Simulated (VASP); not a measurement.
## H17O8F: single point with PBE+D3(BJ)

H17O8F:

```
O H F
1.0
     6.49507    0.00000    0.00000
     0.00000    6.49507    0.00000
     0.00000    0.00000    6.49507
O H F
8 17 1
Direct
  0.51796 0.05013 0.89351
  0.41776 0.67196 0.18157
  0.67148 0.42460 0.88898
  0.69039 0.77359 0.58260
  0.00744 0.33245 0.54962
  0.03814 0.87018 0.31147
  0.18957 0.69679 0.69639
  0.65668 0.34876 0.34760
  0.37205 0.04607 0.88367
  0.55713 0.96353 0.78073
  0.54115 0.74133 0.23943
  0.49602 0.62487 0.06642
  0.76781 0.41496 0.00890
  0.60344 0.28802 0.89531
  0.81705 0.73693 0.51331
  0.67188 0.65413 0.65972
  0.86590 0.35230 0.58429
  0.08116 0.45527 0.61885
  0.07495 0.01383 0.30237
  0.16999 0.81294 0.25268
  0.11880 0.78988 0.80033
  0.12671 0.76715 0.57910
  0.53291 0.42010 0.31562
  0.62084 0.21302 0.37936
  0.06363 0.20194 0.68407
  0.12636 0.11102 0.81360
```

```yaml
Program: VASP 6.6.1
Task: single point
Functional: PBE
Dispersion: D3(BJ)
Potentials_or_basis: VASP PAW PBE potentials, release 64 (O, H, F)
Cutoff: 520 eV
k_mesh: 1 × 1 × 1
Occupations: fermi-dirac, width 0.05 eV
Spin: no spin polarisation
Dipole_correction: no
Further_INCAR_settings: LREAL = Auto; ALGO = Normal; EDIFF = 1e-06; NBANDS = 55
```

* Pressure: 1.7 GPa
* Largest force: 3.051 eV/Å
* Band gap on the k mesh: 4.66 eV
* Dispersion energy per atom: -0.032 eV

Forces on the atoms (eV/Å):
```
O    1.102  0.261  0.755
O    0.830  0.770  1.324
O    1.153  0.717  0.961
O    0.361  1.761 -1.314
O    2.149  0.549  0.759
O    1.356 -0.650 -0.356
O   -1.293  0.671  1.132
O    1.569  0.980 -0.008
H   -1.735  0.373 -0.003
H    0.838 -0.622 -0.789
H   -0.945  0.310  0.841
H   -0.134 -1.119 -2.137
H   -0.648  0.121 -0.929
H   -0.266 -0.509 -0.245
H    0.389  0.665 -0.593
H   -0.993 -2.230  1.830
H   -1.517  0.287 -0.028
H   -0.351 -0.305 -0.495
H   -0.474  0.818  0.178
H   -0.770 -0.347  0.171
H    0.928 -1.037 -0.391
H    0.391  0.110 -0.992
H   -1.313  0.799 -0.287
H   -0.566 -1.994  0.306
H    0.419 -0.305  0.484
F   -0.479 -0.074 -0.173
```

Stress tensor (GPa, compression positive):
```
 2.00  0.14 -0.38
 0.14  2.29 -0.97
-0.38 -0.97  0.94
```

Levels at points of the mesh, in eV from the valence-band top:
```tsv
k point	band 34	band 35	band 36	band 37	band 38	band 39
(0.00, 0.00, 0.00)	-0.28	-0.11	0.00	4.66	7.69	8.04
```

Run time: 16 s on 1 thread of Intel(R) Xeon(R) 6975P-C (Granite Rapids), with other jobs on the host, peak memory 0.3 GiB.

Caveat: the k points lie up to 0.97 Å⁻¹ apart.
